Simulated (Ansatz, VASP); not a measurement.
## One calculation of Sc2GeSe, two programs

Contents of INCAR:

```
PREC = Accurate ; ENCUT = 600
EDIFF = 1E-7 ; ISMEAR = 0
SIGMA = 0.1 ; LREAL = F
LASPH = T ; NELM = 60
ALGO = Normal ; ISIF = 3
LWAVE = F ; LCHARG = F
GGA = PE ; IBRION = 2
NSW = 90 ; EDIFFG = -0.04
```

KPOINTS

```
regular mesh
0
Gamma
  4 4 6
```

File POSCAR:

```
Sc2GeSe
1.0
    4.9685008044      0.0000000000      0.0000000000
    0.0000000000      4.9685008044      0.0000000000
    0.0000000000      0.0000000000      3.3880468850
Sc Ge Se
2 1 1
Direct
    0.5000000000      0.0000000000      0.6873676576
    0.0000000000      0.5000000000      0.6873676576
    0.5000000000      0.5000000000      0.2607597308
    0.0000000000      0.0000000000      0.9742580941
```

Input for Ansatz:

```yaml
crystal:
  lattice:
    - [4.9685008044, 0.0, 0.0]
    - [0.0, 4.9685008044, 0.0]
    - [0.0, 0.0, 3.388046885]
  atoms:
    - { symbol: Sc, position: [0.5, 0.0, 0.6873676576] }
    - { symbol: Sc, position: [0.0, 0.5, 0.6873676576] }
    - { symbol: Ge, position: [0.5, 0.5, 0.2607597308] }
    - { symbol: Se, position: [0.0, 0.0, 0.9742580941] }
basis:
  ecutwfc: 420
kpoints:
  mp_grid: { grid: [4, 4, 6] }
hamiltonian:
  xc: pbe
scf:
  occupations: { method: gaussian, width: 0.1 }
  lower_state_search: "off"
output:
  forces: true
  stress: true
  eigenvalues: true
relax:
  adjacent_minimum: "off"
  f_tol: 0.04
  max_steps: 70
  cell: { stress_tol: 0.4 }
```

Alike in both runs: task relaxation of cell and atoms; functional PBE; k mesh 4 × 4 × 6; occupations gaussian, width 0.1 eV; no spin polarisation.

```csv
,VASP,Ansatz
version,VASP 6.6.1,Ansatz 0.2.0
potentials or method,"VASP PAW PBE potentials, release 64 (Sc_sv, Ge_d, Se), cutoff 600 eV","scalar-relativistic, plane waves, PAW"
valence electrons in the cell,42,52
```

|  | VASP | Ansatz | Ansatz less VASP |
| --- | --- | --- | --- |
| gap on the k mesh at the Fermi level, each at its own relaxed structure (eV) | none | none | - |
| relaxed volume (Å³/atom) | 21.09 | 21.10 | +0.007 |
| relaxed length of the cell vector where the two differ most in proportion (Å) | 3.431 | 3.441 | +0.0098 |

A gap of «none» marks a metal or a gap that the smearing closes. VASP's potentials hold 42 valence electrons a cell and Ansatz's 52, so a difference there can come from the potentials and not from the codes.
